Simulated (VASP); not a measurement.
ZnO:

```
Zn O
1.0
     2.80695    0.00000    0.00000
    -1.40348    2.43089    0.00000
     0.00000    0.00000    9.16751
Zn O
4 4
Direct
  0.00000 0.00000 0.00000
  0.33333 0.66667 0.25000
  0.00000 0.00000 0.50000
  0.66667 0.33333 0.75000
  0.00000 0.00000 0.18750
  0.33333 0.66667 0.43750
  0.00000 0.00000 0.68750
  0.66667 0.33333 0.93750
```

| Quantity | Value |
| --- | --- |
| Program | VASP 6.6.1 |
| Task | relaxation of cell and atoms |
| Functional | PBE |
| Potentials or basis | VASP PAW PBE potentials, release 64 (Zn, O) |
| Cutoff | 600 eV |
| k mesh | 12 × 12 × 4 |
| Occupations | fermi-dirac, width 0.02 eV |
| Spin | no spin polarisation |

At the start: pressure 165.1 GPa; volume 7.82 Å³/atom.

Where does the relaxation end?

Over 13 steps the energy falls by 1550.9 meV/atom and the volume is 12.29 Å³/atom (+57.1 %); space group P6_3mc (No. 186, to 0.1 Å) before and after.

The path:
```csv
step,energy change (eV),largest force (eV/Å),pressure (GPa),volume (Å³)
1,0.0000,0.1374,165.08,62.55
2,-1.9396,0.0813,-35.70,167.51
3,-12.3319,0.0968,-5.57,102.37
4,-12.3925,0.0941,-2.40,99.95
5,-12.4053,0.0917,0.04,98.25
6,-12.4023,0.0930,-1.18,99.08
7,-12.4056,0.0394,0.53,97.92
8,-12.4060,0.0527,0.10,98.21
9,-12.4065,0.0269,0.06,98.24
10,-12.4068,0.0344,-0.02,98.29
11,-12.4070,0.0143,0.00,98.28
12,-12.4070,0.0088,0.01,98.27
13,-12.4070,0.0023,0.01,98.28
```

Final structure:
```yaml
crystal:
  lattice:
    - [3.26811, 0.00000, 0.00000]
    - [-1.63406, 2.83027, 0.00000]
    - [0.00000, 0.00000, 10.62559]
  atoms:
    - { symbol: Zn, position: [0.00000, 0.00000, 0.99949] }
    - { symbol: Zn, position: [0.33333, 0.66667, 0.24968] }
    - { symbol: Zn, position: [0.00000, 0.00000, 0.49949] }
    - { symbol: Zn, position: [0.66667, 0.33333, 0.74968] }
    - { symbol: O, position: [0.00000, 0.00000, 0.18802] }
    - { symbol: O, position: [0.33333, 0.66667, 0.43782] }
    - { symbol: O, position: [0.00000, 0.00000, 0.68802] }
    - { symbol: O, position: [0.66667, 0.33333, 0.93782] }
```

Caveat: the volume moved by over 15 % at a fixed basis, so the end points are rough.
